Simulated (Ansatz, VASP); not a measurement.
CoH4 in VASP and in Ansatz

```
Co H
1.0
     2.49952    0.00000    0.00000
    -1.24976    2.16465    0.00000
     0.00000    0.00000   16.56718
Co H
2 8
Direct
  0.66667 0.33333 0.11486
  0.66667 0.33333 0.61486
  0.33333 0.66667 0.06049
  0.00000 0.00000 0.16922
  0.33333 0.66667 0.33891
  0.33333 0.66667 0.38374
  0.33333 0.66667 0.56049
  0.00000 0.00000 0.66922
  0.33333 0.66667 0.83891
  0.33333 0.66667 0.88374
```

Alike in both runs: functional PBE; k mesh 12 × 12 × 2; occupations gaussian, width 0.1 eV; collinear spin.

Ansatz relaxed the structure, and its values are those at the end. VASP's run is a single point on that final structure, the one shown.

|  | VASP | Ansatz |
| --- | --- | --- |
| version | VASP 6.6.1 | Ansatz 0.2.0 |
| potentials or method | VASP PAW PBE potentials, release 64 (Co, H), cutoff 520 eV | scalar-relativistic, plane waves, PAW |
| valence electrons in the cell | 26 | 42 |

|  | VASP | Ansatz | Ansatz less VASP |
| --- | --- | --- | --- |
| gap on the k mesh at the Fermi level (eV) | none | none | - |
| pressure (GPa) | -0.2 | 0.0 | +0.23 |
| rms of the force components (eV/Å) | 0.004 | 0.001 | -0.0033 |
| net moment per atom (μB) | 0.00 | 0.00 | 0.000 |
| size of the moment on the site where the two differ most (μB) | 0.78 | 0.70 | -0.072 |

Site moments also hang on the region over which each program counts them. A gap of «none» marks a metal or a gap that the smearing closes. VASP's potentials hold 26 valence electrons a cell and Ansatz's 42, so a difference there can come from the potentials and not from the codes.
